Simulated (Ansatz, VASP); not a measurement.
Si in VASP and in Ansatz

The input INCAR:

```
ALGO = Normal
EDIFF = 1E-6
ENCUT = 520
ISIF = 2
ISMEAR = -1
LASPH = T
LCHARG = F
LREAL = F
LWAVE = F
NBANDS = 11
NELM = 80
PREC = Accurate
SIGMA = 0.05
```

KPOINTS

```
k-points
0
Gamma
  16 16 16
```

POSCAR

```
Si
1.0
   -2.2806218180      2.3996680480      1.2917782399
    2.2806218180     -2.3996680480      1.2917782399
    2.2806218180      2.3996680480     -1.2917782399
Si
2
Direct
    0.8070000000      0.5570000000      0.2500000000
    0.1930000000      0.4430000000      0.7500000000
```

Input for Ansatz:

```yaml
crystal:
  lattice:
    - [-2.280621818, 2.399668048, 1.2917782399]
    - [2.280621818, -2.399668048, 1.2917782399]
    - [2.280621818, 2.399668048, -1.2917782399]
  atoms:
    - { symbol: Si, position: [0.807, 0.557, 0.25] }
    - { symbol: Si, position: [0.193, 0.443, 0.75] }
kpoints:
  mp_grid: { grid: [16, 16, 16] }
  band_path:
    path:
      - [0.0, 0.0, 0.0]
      - [0.5, -0.5, 0.5]
      - [0.4758105458, -0.4758105458, 0.5241894542]
      - [-0.4758105458, 0.4758105458, 0.4758105458]
      - [0.0, 0.0, 0.0]
      - [0.3224458646, 0.3224458646, -0.3224458646]
      - [0.6775541354, -0.3224458646, 0.3224458646]
      - [0.5, -0.5, 0.5]
      - [0.0, 0.0, 0.0]
    npoints: 5
scf:
  occupations: { method: fermi_dirac, width: 0.05 }
hamiltonian:
  xc: lda
  pseudopotentials: { kind: all_electron, lapw: { basis_error: 0.0005 } }
output:
  forces: true
  stress: true
  eigenvalues: true
```

Change from the starting cell: volume scaled by 1.04.

Alike in both runs: task single point; functional LDA; k mesh 16 × 16 × 16; occupations fermi-dirac, width 0.05 eV; no spin polarisation.

```csv
,VASP,Ansatz
version,VASP 6.6.1,Ansatz 0.2.0
potentials or method,"VASP PAW LDA potentials, release 64 (Si), cutoff 520 eV","all-electron LAPW, scalar-relativistic"
```

|  | VASP | Ansatz | Ansatz less VASP |
| --- | --- | --- | --- |
| pressure (GPa) | 5.0 | 4.9 | -0.13 |
| traceless stress, the component that is largest in VASP (GPa) | 0.89 | 0.86 | -0.036 |
| rms of the force components (eV/Å) | 0.027 | 0.027 | 0.0000 |

LDA's correlation is that of Perdew and Zunger in VASP and of Perdew and Wang (1992) in Ansatz. Atom by atom the forces differ by 0.000 eV/Å (rms over components). Ansatz ran all-electron here, and VASP with PAW potentials.
